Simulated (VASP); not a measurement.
# Cu4HO5 in VASP: notebook

Runs on Cu4HO5. Level: PBE. Tasks: single point.

Everything below comes from runs of VASP 6.6.1. Logs are shortened: lines on timing, memory, paths and dates and some standing lists are left out, and cuts for length are marked.

### Step 1. The cell of the first run

The cell holds a slab with vacuum, 10 atoms: a = 2.949 Å, b = 2.949 Å, c = 29.303 Å, α = 90.00°, β = 90.00°, γ = 90.16°.

### Step 2. Single point, PBE

INCAR reads:

```
SYSTEM = Cu4HO5
PREC = Accurate
ENCUT = 520
EDIFF = 1E-7
ISMEAR = 0
SIGMA = 0.1
LREAL = .FALSE.
LASPH = .TRUE.
NELM = 100
ALGO = Fast
ISIF = 2
LWAVE = .FALSE.
LCHARG = .FALSE.
LDIPOL = .TRUE.
IDIPOL = 3
DIPOL = 0.5 0.5 0.486
GGA = PE
NBANDS = 48
```

KPOINTS reads:

```
Automatic mesh
0
G
  10 10 1
  0 0 0
```

POSCAR reads:

```
Cu4HO5
1.0
    2.9487032640      0.0000000000      0.0000000000
   -0.0081921837      2.9486918841      0.0000000000
    0.0000000000      0.0000000000     29.3025242337
O Cu H
5 4 1
Direct
    0.5000000000      0.5000000000      0.2900773985
    0.5000000000      0.5000000000      0.3779753229
    0.5000000000      0.5000000000      0.4661322398
    0.5000000000      0.5000000000      0.5537254812
    0.5000000000      0.5000000000      0.6389480861
    0.5000000000      0.0000000000      0.3340263607
    0.0000000000      0.5000000000      0.4219242850
    0.5000000000      0.0000000000      0.5098492711
    0.0000000000      0.5000000000      0.5980846490
    0.5000000000      0.5000000000      0.6719571343
```

Potentials or basis: VASP PAW PBE potentials, release 64 (O, Cu, H).

Run with:

```sh
$ cat potpaw_PBE.64/O/POTCAR potpaw_PBE.64/Cu/POTCAR potpaw_PBE.64/H/POTCAR > POTCAR
$ mpirun -np 1 vasp_std > vasp.out
```

OUTCAR:

```text
SYSTEM = Cu4HO5
   PREC = Accurate
   ENCUT = 520
   EDIFF = 1E-7
   ISMEAR = 0
   LREAL = .FALSE.
   LASPH = .TRUE.
   NELM = 100
   ISIF = 2
   GGA = PE

 ion  position               nearest neighbor table
   1  0.500  0.500  0.290-   6 1.96   6 1.96
   2  0.500  0.500  0.378-   7 1.96   7 1.96   6 1.96   6 1.96
   3  0.500  0.500  0.466-   8 1.95   8 1.95   7 1.96   7 1.96
   4  0.500  0.500  0.554-   8 1.96   8 1.96   9 1.97   9 1.97
   5  0.500  0.500  0.639-  10 0.97   9 1.90   9 1.90
   6  0.500  0.000  0.334-   1 1.96   2 1.96   1 1.96   2 1.96
   7  0.000  0.500  0.422-   2 1.96   2 1.96   3 1.96   3 1.96
   8  0.500  0.000  0.510-   3 1.95   3 1.95   4 1.96   4 1.96
   9  0.000  0.500  0.598-   5 1.90   5 1.90   4 1.97   4 1.97
  10  0.500  0.500  0.672-   5 0.97

  LATTYP: Found a base centered orthorhombic cell.
 ALAT       =     4.1642993697
 B/A-ratio  =     1.0027821027
 C/A-ratio  =     7.0366036714

  Lattice vectors:

 A1 = (   2.9487032640,   0.0000000000,   0.0000000000)
 A2 = (  -0.0081921837,   2.9486918841,   0.0000000000)
 A3 = (   0.0000000000,   0.0000000000,  29.3025242337)

Analysis of symmetry for initial positions (statically):
=====================================================================
 Subroutine PRICEL returns:
 Original cell was already a primitive cell.

 Routine SETGRP: Setting up the symmetry group for a
 base centered orthorhombic supercell.

 Subroutine GETGRP returns: Found  2 space group operations
 (whereof  2 operations were pure point group operations)
 out of a pool of  8 trial point group operations.

The static configuration has the point symmetry C_2 .

Analysis of symmetry for dynamics (positions and initial velocities):
=====================================================================
 Subroutine PRICEL returns:
 Original cell was already a primitive cell.

 Routine SETGRP: Setting up the symmetry group for a
 base centered orthorhombic supercell.

 Subroutine GETGRP returns: Found  2 space group operations
 (whereof  2 operations were pure point group operations)
 out of a pool of  8 trial point group operations.

The dynamic configuration has the point symmetry C_2 .

 Subroutine INISYM returns: Found  2 space group operations
 (whereof  2 operations are pure point group operations),
 and found     1 'primitive' translations

----------------------------------------------------------------------------------------

                                     Primitive cell

  volume of cell :     254.7801

  direct lattice vectors                    reciprocal lattice vectors
     2.948703264  0.000000000  0.000000000     0.339132124  0.000942192  0.000000000
    -0.008192184  2.948691884  0.000000000     0.000000000  0.339133432  0.000000000
     0.000000000  0.000000000 29.302524234     0.000000000  0.000000000  0.034126753

  length of vectors
     2.948703264  2.948703264 29.302524234     0.339133432  0.339133432  0.034126753

  position of ions in fractional coordinates (direct lattice)
     0.500000000  0.500000000  0.290077399
     0.500000000  0.500000000  0.377975323
     0.500000000  0.500000000  0.466132240
     0.500000000  0.500000000  0.553725481
     0.500000000  0.500000000  0.638948086
     0.500000000  0.000000000  0.334026361
     0.000000000  0.500000000  0.421924285
     0.500000000  0.000000000  0.509849271
     0.000000000  0.500000000  0.598084649
     0.500000000  0.500000000  0.671957134

  ion indices of the primitive-cell ions
   primitive index   ion index
                 1           1
                 2           2
                 3           3
                 4           4
                 5           5
                 6           6
                 7           7
                 8           8
                 9           9
                10          10

----------------------------------------------------------------------------------------

 KPOINTS: Automatic mesh

Automatic generation of k-mesh.
 Grid dimensions read from file:
 generate k-points for:   10   10    1

 Generating k-lattice:

  Cartesian coordinates                     Fractional coordinates (reciprocal lattice)
     0.033913212  0.000094219  0.000000000     0.100000000 -0.000000000  0.000000000
     0.000000000  0.033913343  0.000000000     0.000000000  0.100000000  0.000000000
     0.000000000  0.000000000  0.034126753     0.000000000  0.000000000  1.000000000

  Length of vectors
     0.033913343  0.033913343  0.034126753

  Shift w.r.t. Gamma in fractional coordinates (k-lattice)
     0.000000000  0.000000000  0.000000000

 Subroutine IBZKPT returns following result:
 ===========================================

 Found     52 irreducible k-points:

 Following reciprocal coordinates:
            Coordinates               Weight
  0.000000  0.000000  0.000000      1.000000
  0.100000  0.000000  0.000000      2.000000
  0.000000  0.100000  0.000000      2.000000
  0.200000  0.000000  0.000000      2.000000
  0.000000  0.200000  0.000000      2.000000
  0.300000 -0.000000  0.000000      2.000000
[... 16 lines left out ...]
 -0.300000  0.100000  0.000000      2.000000
  0.100000 -0.300000  0.000000      2.000000
 [... further k-points ...]
   k-points           NKPTS =     52   k-points in BZ     NKDIM =     52   number of bands    NBANDS=     48
   number of dos      NEDOS =    301   number of ions     NIONS =     10
   total plane-waves  NPLWV = 129024
   dimension x,y,z NGX =    24 NGY =   24 NGZ =  224
   dimension x,y,z NGXF=    48 NGYF=   48 NGZF=  448
   ions per type =               5   4   1
   NGX,Y,Z   is equivalent  to a cutoff of  13.53, 13.53, 12.71 a.u.
   NGXF,Y,Z  is equivalent  to a cutoff of  27.06, 27.06, 25.42 a.u.
 SYSTEM =  Cu4HO5
   PREC   = accura    normal or accurate (medium, high low for compatibility)
   ISTART =      0    job   : 0-new  1-cont  2-samecut
   ICHARG =      2    charge: 1-file 2-atom 10-const
   ISPIN  =      1    spin polarized calculation?
   LNONCOLLINEAR =      F non collinear calculations
   LSORBIT =      F    spin-orbit coupling
   LASPH  =      T    aspherical Exc in radial PAW
   ENCUT  =  520.0 eV  38.22 Ry    6.18 a.u.   5.48  5.48 54.48*2*pi/ulx,y,z
   NELM   =    100;   NELMIN=  2; NELMDL= -5     # of ELM steps
   EDIFF  = 0.1E-06   stopping-criterion for ELM
   LREAL  =      F    real-space projection
   EDIFFG = 0.1E-05   stopping-criterion for IOM
   NSW    =      0    number of steps for IOM
   IBRION =     -1    ionic relax: 0-MD 1-quasi-New 2-CG
   NFREE  =      0    steps in history (QN), initial steepest desc. (CG)
   ISIF   =      2    stress and relaxation
   ISYM   =      2    0-nonsym 1-usesym 2-fastsym
   POTIM  = 0.5000    time-step for ionic-motion
   TEBEG  =    0.0;   TEEND  =   0.0 temperature during run
   PSTRESS=    0.0 pullay stress
   NELECT =      75.0000    total number of electrons
   NUPDOWN=      -1.0000    fix difference up-down
   EMIN   =  10.00;   EMAX   =-10.00  energy-range for DOS
   EFERMI =   0.00;   METHOD = LEGACY
   ISMEAR =     0;   SIGMA  =   0.10  broadening in eV -4-tet -1-fermi 0-gaus
   EFERMI_NEDOS =   21; number of points for ismear=-14 and -15
   IALGO  =     68    algorithm
   IMIX   =      4    mixing-type and parameters
     AMIX     =   0.40;   BMIX     =  1.00
     AMIX_MAG =   1.60;   BMIX_MAG =  1.00
  volume/ion in A,a.u.               =      25.48       171.93
  Fermi-wavevector in a.u.,A,eV,Ry     =   1.089031  2.057969 16.136342  1.185988
  Thomas-Fermi vector in A             =   2.225225
   LORBIT       =      0    0 simple, 1 ext, 2 COOP (PROOUT), +10 PAW based schemes
   GGA     = PE    functional components
   LHFCALC =     F    Hartree Fock is set to
   AEXX    =    0.0000 exact exchange contribution
   IVDW    =     0    specifies the selected vdW correction
   LEPSILON=     F    determine dielectric tensor
   LRPA    =     F    only Hartree local field effects (RPA)
 non-spin polarized calculation
 RMM-DIIS sequential band-by-band and
 Gauss-broadening in eV      SIGMA  =   0.10
  energy-cutoff  :      520.00
  volume of cell :      254.78
 maximum number of plane-waves:      6933
 NGX is ok and might be reduce to    24
   NGX = 11   NGY = 11   NGZ =109

 dipolmoment           0.000000      0.000000      0.678106 electrons x Angstroem

 number of electron      75.0000018 magnetization

 dipolmoment           0.000000      0.000000     -0.281443 electrons x Angstroem

 Free energy of the ion-electron system (eV)
  ---------------------------------------------------
  ext. energy  EPLUGINS =         0.00000000
  ---------------------------------------------------
  free energy    TOTEN  =       -47.76319125 eV

  energy without entropy =      -47.73357818  energy(sigma->0) =      -47.74838472

 E-fermi :  -1.6062     XC(G=0):  -4.9671

 val. band max:       -1.6073822029   @ k =   0.3000   0.3000   0.0000
 cond. band min:      -1.5848830595   @ k =   0.2000   0.1000   0.0000
 fundamental gap:      0.0224991434
 Fermi energy:        -1.6061915224

 k-point     1 :       0.0000    0.0000    0.0000
  band No.  band energies     occupation
      1     -21.7623      2.00000
      2     -21.1592      2.00000
      3     -20.7261      2.00000
      4     -20.2599      2.00000
      5     -18.4447      2.00000
      6     -10.3608      2.00000
[... 40 lines left out ...]
     47       4.3058      0.00000
     48       6.8821      0.00000

 k-point     2 :       0.1000    0.0000    0.0000
  band No.  band energies     occupation
      1     -21.7256      2.00000
      2     -21.1143      2.00000
      3     -20.6969      2.00000
      4     -20.2377      2.00000
      5     -18.4172      2.00000
      6     -10.2936      2.00000
[... 1114 lines left out ...]
 k-point    24 :       0.1000   -0.3000    0.0000
  band No.  band energies     occupation
      1     -21.5365      2.00000
      2     -20.7960      2.00000
      3     -20.4212      2.00000
      4     -20.0870      2.00000
      5     -18.2338      2.00000
      6     -10.0234      2.00000
[... 40 lines left out ...]
     47       8.1193      0.00000
     48       9.7693      0.00000

 [... further k-points ...]

------------------------ aborting loop because EDIFF is reached ----------------------------------------

 vacuum level on the upper side and lower side of the slab       (xc-potential included)        -2.890         2.864

  FORCE on cell =-STRESS in cart. coord.  units (eV):
  Direction    XX          YY          ZZ          XY          YZ          ZX
  --------------------------------------------------------------------------------------
  -------------------------------------------------------------------------------------
  Total        1.6842380     -3.4100628     -2.6132050      0.0178813      0.0000000      0.0000000
  in kB       10.5912825    -21.4440818    -16.4330646      0.1124458      0.0000000      0.0000000
  external PRESSURE =      -9.0952880 kB  Pullay stress =       0.0000000 kB

 VOLUME and BASIS-vectors are now :
 -----------------------------------------------------------------------------
  energy-cutoff  :      520.00
  volume of cell :      254.78
      direct lattice vectors                 reciprocal lattice vectors
     2.948703264  0.000000000  0.000000000     0.339132124  0.000942192  0.000000000
    -0.008192184  2.948691884  0.000000000     0.000000000  0.339133432  0.000000000
     0.000000000  0.000000000 29.302524234     0.000000000  0.000000000  0.034126753

 POSITION                                       TOTAL-FORCE (eV/Angst)
 -----------------------------------------------------------------------------------
      1.47026      1.47435      8.50000         0.000000      0.000000      2.088891
      1.47026      1.47435     11.07563        -0.000000      0.000000     -0.240526
      1.47026      1.47435     13.65885        -0.000000      0.000000     -0.002604
      1.47026      1.47435     16.22555         0.000000      0.000000      0.005173
      1.47026      1.47435     18.72279         0.000000      0.000000     -0.036531
      1.47435      0.00000      9.78782        -0.000000      0.000000     -1.849186
     -0.00410      1.47435     12.36345        -0.000000      0.000000     -0.057048
      1.47435      0.00000     14.93987         0.000000      0.000000     -0.004372
     -0.00410      1.47435     17.52539         0.000000      0.000000     -0.013892
      1.47026      1.47435     19.69004        -0.000000      0.000000      0.110096
 -----------------------------------------------------------------------------------
    total drift:                               -0.000000     -0.000000      0.000474

  FREE ENERGIE OF THE ION-ELECTRON SYSTEM (eV)
  ---------------------------------------------------
  free  energy   TOTEN  =       -47.7631912538 eV

  energy  without entropy=      -47.7335781778  energy(sigma->0) =      -47.74838472

 vacuum level on the upper side and lower side of the slab         0.977         6.818
```

Wall time 52 min (1 thread of Oxide Virtual Turin-like, shared host); peak memory 0.66 GiB.

Results:

```
Free energy            : -47.7632 eV
Largest force          : 2.089 eV/Å
Band gap on the k mesh : zero (an odd number of electrons rules out a gap without spin polarisation)
```

Forces in eV/Å, atoms in the order of the input:
```
O    0.000  0.000  2.089
O    0.000  0.000 -0.241
O    0.000  0.000 -0.003
O    0.000  0.000  0.005
O    0.000  0.000 -0.037
Cu   0.000  0.000 -1.849
Cu   0.000  0.000 -0.057
Cu   0.000  0.000 -0.004
Cu   0.000  0.000 -0.014
H    0.000  0.000  0.110
```

Levels at points of the mesh, in eV from the Fermi level:
```csv
k point,band 34,band 35,band 36,band 37,band 38,band 39,band 40,band 41,band 42,band 43
"(0.00, 0.00, 0.00)",-1.48,-1.16,-0.17,0.38,0.40,0.65,0.83,1.31,2.04,2.93
"(0.50, 0.00, 0.00)",-1.34,-0.92,-0.80,-0.36,0.04,0.54,0.92,4.04,5.00,5.06
"(0.00, 0.50, 0.00)",-1.65,-1.53,-0.09,0.21,0.34,0.56,0.69,4.01,4.69,4.94
"(0.50, 0.50, 0.00)",-1.30,-1.23,-1.21,-0.82,-0.72,0.18,0.89,2.57,3.68,5.12
```

Caveat: an odd number of electrons without spin polarisation forces a metal; a magnetic or distorted state may lie lower; semilocal functionals often make such compounds metallic where correlation or magnetic order opens a gap, which also shifts bond lengths. With open d or f shells a metallic result of PBE can be an artefact of self-interaction; +U or a hybrid may open a gap.

### Step 3. Single point, PBE

INCAR reads:

```
PREC     = Accurate       # precision mode
ENCUT    = 520            # plane-wave cutoff, eV
EDIFF    = 1E-6           # SCF threshold, eV
ISMEAR   = 0              # smearing method
SIGMA    = 0.1            # smearing width, eV
LREAL    = F              # projectors in reciprocal space
LASPH    = T              # aspherical terms in the spheres
NELM     = 100            # most SCF steps
ALGO     = Fast           # electronic algorithm
ISIF     = 2              # what is computed and relaxed
LWAVE    = F              # write WAVECAR
LCHARG   = T              # write CHGCAR
LDIPOL   = T            
IDIPOL   = 3            
DIPOL    = 0.5 0.5 0.482
GGA      = PE             # functional
LELF     = T              # ELF
LVHAR    = T            
LVACPOTAV= T            
NBANDS   = 48             # bands
```

KPOINTS reads:

```
regular mesh
0
Gamma
  10 10 1
```

POSCAR reads:

```
Cu4HO5
1.0
    2.9487032640      0.0000000000      0.0000000000
   -0.0081921837      2.9486918841      0.0000000000
    0.0000000000      0.0000000000     29.3025242337
O Cu H
5 4 1
Direct
    0.5000000000      0.5000000000      0.2900773985
    0.5000000000      0.5000000000      0.3779753229
    0.5000000000      0.5000000000      0.4659080882
    0.5000000000      0.5000000000      0.5529541529
    0.5000000000      0.5000000000      0.6391818067
    0.5000000000      0.0000000000      0.3340263607
    0.0000000000      0.5000000000      0.4219242850
    0.5000000000      0.0000000000      0.5096258448
    0.0000000000      0.5000000000      0.5997221942
    0.0000000000      1.0000000000      0.6287845196
```

Potentials or basis: VASP PAW PBE potentials, release 64 (O, Cu, H).

Run with:

```sh
$ cat potpaw_PBE.64/O/POTCAR potpaw_PBE.64/Cu/POTCAR potpaw_PBE.64/H/POTCAR > POTCAR
$ mpirun -np 1 vasp_std > vasp.out
```

It took 46 min on 1 thread of Oxide Virtual Turin-like, shared host; peak memory 0.65 GiB.

Results (log left out):

```yaml
Free_energy: -44.9502 eV
Largest_force: 2.108 eV/Å
Band_gap_on_the_k_mesh: zero (an odd number of electrons rules out a gap without spin polarisation)
```

Forces in eV/Å, atoms in the order of the input:
```
O    0.000  0.000  2.108
O    0.000  0.000 -0.262
O    0.000  0.000  0.013
O    0.000  0.000  0.011
O    0.000  0.000  0.135
Cu   0.000  0.000 -1.876
Cu   0.000  0.000 -0.038
Cu   0.000  0.000 -0.019
Cu   0.000  0.000 -0.098
H    0.000  0.000  0.027
```

Levels at points of the mesh, in eV from the Fermi level:
```tsv
k point	band 35	band 36	band 37	band 38	band 39	band 40	band 41	band 42
(0.00, 0.00, 0.00)	-0.84	-0.16	0.41	0.46	0.57	0.65	0.84	2.16
(0.50, 0.00, 0.00)	-0.79	-0.38	-0.09	0.15	0.60	0.93	2.81	4.31
(0.00, 0.50, 0.00)	-1.09	-0.03	0.21	0.36	0.58	0.71	1.43	4.08
(0.50, 0.50, 0.00)	-1.32	-1.29	-1.23	-0.82	-0.58	0.36	0.99	2.79
```

Caveat: an odd number of electrons without spin polarisation forces a metal; a magnetic or distorted state may lie lower; semilocal functionals often make such compounds metallic where correlation or magnetic order opens a gap, which also shifts bond lengths. With open d or f shells a metallic result of PBE can be an artefact of self-interaction; +U or a hybrid may open a gap.

The gap in the log of VASP goes by the Fermi energy; the results here count the filled bands.